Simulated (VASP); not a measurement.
# BaTe (CsCl type) (Pm-3m) in VASP: further runs, part 2 of 2

VASP 6.6.1. The steps go on from the part before.

### 3 Single point, PBE (37.41 Å³/atom)

This run uses another cell than the first one, of 37.41 Å³/atom.

File INCAR:

```
PREC = Accurate ; ENCUT = 520
EDIFF = 1E-6 ; ISMEAR = -1
SIGMA = 0.05 ; LREAL = False
LASPH = True ; NELM = 100
ALGO = Normal ; ISIF = 2
LWAVE = False ; LCHARG = False
GGA = PE ; NBANDS = 15
```

File KPOINTS:

```
Automatic mesh
0
Gamma
  9 9 9
```

File POSCAR:

```
BaTe
1.0
    4.2138837783      0.0000000000      0.0000000000
    0.0000000000      4.2138837783      0.0000000000
    0.0000000000      0.0000000000      4.2138837783
Ba Te
1 1
Direct
    0.0000000000      0.0000000000      0.0000000000
    0.5000000000      0.5000000000      0.5000000000
```

Potentials or basis: VASP PAW PBE potentials, release 64 (Ba_sv, Te).

Run with:

```bash
cat potpaw_PBE.64/Ba_sv/POTCAR potpaw_PBE.64/Te/POTCAR > POTCAR
mpirun -np 1 vasp_std > vasp.out
```

OUTCAR:

```text
PREC = Accurate
   ENCUT = 520
   EDIFF = 1E-6
   ISMEAR = -1
   LREAL = False
   LASPH = True
   NELM = 100
   ISIF = 2
   GGA = PE

 ion  position               nearest neighbor table
   1  0.000  0.000  0.000-   2 3.65   2 3.65   2 3.65   2 3.65   2 3.65   2 3.65   2 3.65   2 3.65

   2  0.500  0.500  0.500-   1 3.65   1 3.65   1 3.65   1 3.65   1 3.65   1 3.65   1 3.65   1 3.65

  LATTYP: Found a simple cubic cell.
 ALAT       =     4.2138837783

  Lattice vectors:

 A1 = (   4.2138837783,   0.0000000000,   0.0000000000)
 A2 = (   0.0000000000,   4.2138837783,   0.0000000000)
 A3 = (   0.0000000000,   0.0000000000,   4.2138837783)

Analysis of symmetry for initial positions (statically):
=====================================================================
 Subroutine PRICEL returns:
 Original cell was already a primitive cell.

 Routine SETGRP: Setting up the symmetry group for a
 simple cubic supercell.

 Subroutine GETGRP returns: Found 48 space group operations
 (whereof 48 operations were pure point group operations)
 out of a pool of 48 trial point group operations.

The static configuration has the point symmetry O_h .
[... 175 lines left out ...]
      6       3.6944      2.00000
      7       3.6944      2.00000
      8       3.6944      2.00000
      9       4.7782      0.00143
     10       4.7782      0.00143
     11       6.6271      0.00000
     12       8.6863      0.00000
     13       8.6863      0.00000
     14       8.6863      0.00000
[... 401 lines left out ...]
      2      -9.4544      2.00000
      3      -9.3076      2.00000
      4      -8.9916      2.00000
      5      -5.7293      2.00000
      6       1.5440      2.00000
      7       2.0508      2.00000
      8       3.3762      2.00000
      9       5.7459      0.00000
     10       7.0162      0.00000
     11       7.2592      0.00000
     12       8.3025      0.00000
     13       9.3416      0.00000
     14      10.5086      0.00000
     15      11.9986      0.00000

 [... further k-points ...]

------------------------ aborting loop because EDIFF is reached ----------------------------------------

  FORCE on cell =-STRESS in cart. coord.  units (eV):
  Direction    XX          YY          ZZ          XY          YZ          ZX
  --------------------------------------------------------------------------------------
  -------------------------------------------------------------------------------------
  Total        0.5673929      0.5673929      0.5673929      0.0000000      0.0000000     -0.0000000
  in kB       12.1491764     12.1491764     12.1491764      0.0000000      0.0000000     -0.0000000
  external PRESSURE =      12.1491764 kB  Pullay stress =       0.0000000 kB

 VOLUME and BASIS-vectors are now :
 -----------------------------------------------------------------------------
  energy-cutoff  :      520.00
  volume of cell :       74.83
      direct lattice vectors                 reciprocal lattice vectors
     4.213883778  0.000000000  0.000000000     0.237310769  0.000000000  0.000000000
     0.000000000  4.213883778  0.000000000     0.000000000  0.237310769  0.000000000
     0.000000000  0.000000000  4.213883778     0.000000000  0.000000000  0.237310769

 POSITION                                       TOTAL-FORCE (eV/Angst)
 -----------------------------------------------------------------------------------
      0.00000      0.00000      0.00000         0.000000      0.000000      0.000000
      2.10694      2.10694      2.10694         0.000000      0.000000      0.000000
 -----------------------------------------------------------------------------------
    total drift:                                0.000000      0.000000     -0.000000

  FREE ENERGIE OF THE ION-ELECTRON SYSTEM (eV)
  ---------------------------------------------------
  free  energy   TOTEN  =        -8.2832377678 eV

  energy  without entropy=       -8.2832314798  energy(sigma->0) =       -8.28323462
```

OSZICAR:

```text
N       E                     dE             d eps       ncg     rms          rms(c)
DAV:   1     0.802441228101E+02    0.80244E+02   -0.64242E+03  1050   0.908E+02
DAV:   2    -0.381522942556E+01   -0.84059E+02   -0.77850E+02  1466   0.158E+02
DAV:   3    -0.828728053822E+01   -0.44721E+01   -0.44469E+01  1378   0.378E+01
DAV:   4    -0.837506971037E+01   -0.87789E-01   -0.87776E-01  1336   0.556E+00
DAV:   5    -0.837660446659E+01   -0.15348E-02   -0.15347E-02  1451   0.601E-01    0.379E+00
DAV:   6    -0.828183846169E+01    0.94766E-01   -0.85499E-02  1275   0.181E+00    0.241E+00
DAV:   7    -0.827946795815E+01    0.23705E-02   -0.89920E-02  1372   0.194E+00    0.733E-01
DAV:   8    -0.828305457165E+01   -0.35866E-02   -0.17123E-02  1092   0.803E-01    0.205E-01
DAV:   9    -0.828307093749E+01   -0.16366E-04   -0.71636E-04  1358   0.173E-01    0.966E-02
DAV:  10    -0.828323440409E+01   -0.16347E-03   -0.39362E-04  1127   0.152E-01    0.287E-02
DAV:  11    -0.828323757184E+01   -0.31677E-05   -0.35816E-05  1400   0.338E-02    0.291E-02
DAV:  12    -0.828323776777E+01   -0.19593E-06   -0.16400E-06  1054   0.644E-03
   1 F= -.82832378E+01 E0= -.82832346E+01  d E =-.628800E-05
```

Wall time 22 s (1 thread of Intel Xeon Platinum 8259CL at 2.50GHz (Skylake/Cascade Lake), shared host); peak memory 0.2 GiB.

What came out:

| Quantity | Value |
| --- | --- |
| Free energy | -8.2832 eV |
| Pressure | 1.2 GPa |
| Band gap on the k mesh | 0.79 eV (least direct gap 1.08 eV) |

Caveat: spin-orbit coupling is left out, which moves the levels of the heavy elements; an odd mesh through Γ misses points on the zone boundary, where band edges can lie.

### 4 Single point, PBE

This run uses another cell than the first one, of 38.18 Å³/atom.

File INCAR:

```
ALGO = Normal
EDIFF = 1E-6
ENCUT = 520
GGA = PE
ISIF = 2
ISMEAR = -1
LASPH = True
LCHARG = False
LREAL = False
LWAVE = False
NBANDS = 15
NELM = 80
PREC = Accurate
SIGMA = 0.05
```

File KPOINTS:

```
k-points
0
Gamma
  9 9 9
```

File POSCAR:

```
BaTe
1.0
    4.2423568297      0.0000000000      0.0000000000
    0.0000000000      4.2423568297      0.0000000000
    0.0000000000      0.0000000000      4.2423568297
Ba Te
1 1
Direct
    0.0000000000      0.0000000000      0.0000000000
    0.5000000000      0.5000000000      0.5000000000
```

Run with:

```bash
cat potpaw_PBE.64/Ba_sv/POTCAR potpaw_PBE.64/Te/POTCAR > POTCAR
mpirun -np 1 vasp_std > vasp.out
```

Wall time 24 s (1 thread of Intel Xeon Platinum 8259CL at 2.50GHz (Skylake/Cascade Lake), shared host); peak memory 0.2 GiB.

Results (log left out):

- Free energy: -8.2914 eV
- Pressure: 0.5 GPa
- Band gap on the k mesh: 0.83 eV (least direct gap 1.13 eV)

Levels at points of the mesh, in eV from the valence-band top:
```
           k point  band 4  band 5  band 6  band 7  band 8  band 9  band 10  band 11  band 12  band 13
(0.00, 0.00, 0.00)  -13.06  -10.34   -0.30   -0.30   -0.30    0.83     0.83     2.52     4.65     4.65
```

Caveat: spin-orbit coupling is left out, which moves the levels of the heavy elements; an odd mesh through Γ misses points on the zone boundary, where band edges can lie.

### 5 Summary

| cell | gap on the mesh (eV) | pressure (GPa) |
| --- | --- | --- |
| a = 4.156 Å, 2 atoms | 0.69 | 2.9 |
| a = 4.214 Å, 2 atoms | 0.79 | 1.2 |
| a = 4.242 Å, 2 atoms | 0.83 | 0.5 |

Alike in all rows: task single point; level PBE; potentials or basis VASP PAW PBE potentials, release 64 (Ba_sv, Te); no spin polarisation; k mesh 9 × 9 × 9; cutoff (eV) 520; smearing fermi-dirac 0.05 eV.

Caveats: spin-orbit coupling is left out, which moves the levels of the heavy elements; an odd mesh through Γ misses points on the zone boundary, where band edges can lie.

Total energies depend on the potentials used, so only differences within one code and one set of settings carry meaning.
